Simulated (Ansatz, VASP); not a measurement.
Two plane-wave programs on C

Contents of INCAR:

```
SYSTEM = C
  ALGO = Normal
  EDIFF = 1E-6
  ENCUT = 520
  GGA = PE
  ISIF = 2
  ISMEAR = 0
  LASPH = .TRUE.
  LCHARG = .FALSE.
  LREAL = .FALSE.
  LWAVE = .FALSE.
  NBANDS = 11
  NELM = 100
  PREC = Accurate
  SIGMA = 0.05
```

File KPOINTS:

```
k-points
0
G
  22 22 22
  0 0 0
```

POSCAR

```
C
1.0
    0.0000000000      1.7368344947      1.7368344947
    1.7368344947      0.0000000000      1.7368344947
    1.7368344947      1.7368344947      0.0000000000
C
2
Direct
    0.0000000000      0.0000000000      0.0000000000
    0.2500000000      0.2500000000      0.2500000000
```

Input for Ansatz:

```yaml
crystal:
  lattice:
    - [0.0, 1.7368344947, 1.7368344947]
    - [1.7368344947, 0.0, 1.7368344947]
    - [1.7368344947, 1.7368344947, 0.0]
  atoms:
    - { symbol: C, position: [0.0, 0.0, 0.0] }
    - { symbol: C, position: [0.25, 0.25, 0.25] }
basis:
  ecutwfc: 420
  ecutrho_ratio: 4
kpoints:
  mp_grid: { grid: [22, 22, 22] }
hamiltonian:
  xc: pbe
scf:
  occupations: { method: gaussian, width: 0.05 }
output:
  forces: true
  stress: true
  eigenvalues: true
```

Alike in both runs: task single point; functional PBE; k mesh 22 × 22 × 22; occupations gaussian, width 0.05 eV; no spin polarisation.

|  | VASP | Ansatz |
| --- | --- | --- |
| version | VASP 6.6.1 | Ansatz 0.2.0 |
| potentials or method | VASP PAW PBE potentials, release 64 (C), cutoff 520 eV | scalar-relativistic, plane waves, PAW |
| valence electrons in the cell | 8 | 8 |

VASP gave:

```
gap on the k mesh at the Fermi level (eV) : 4.31
least direct gap on the mesh (eV)         : 5.81
```

Task: Which values does Ansatz return?

Result: gap on the k mesh at the Fermi level (eV): 4.32; least direct gap on the mesh (eV): 5.82.

The functional is the same, so the differences come from potentials, cutoffs and numerics.
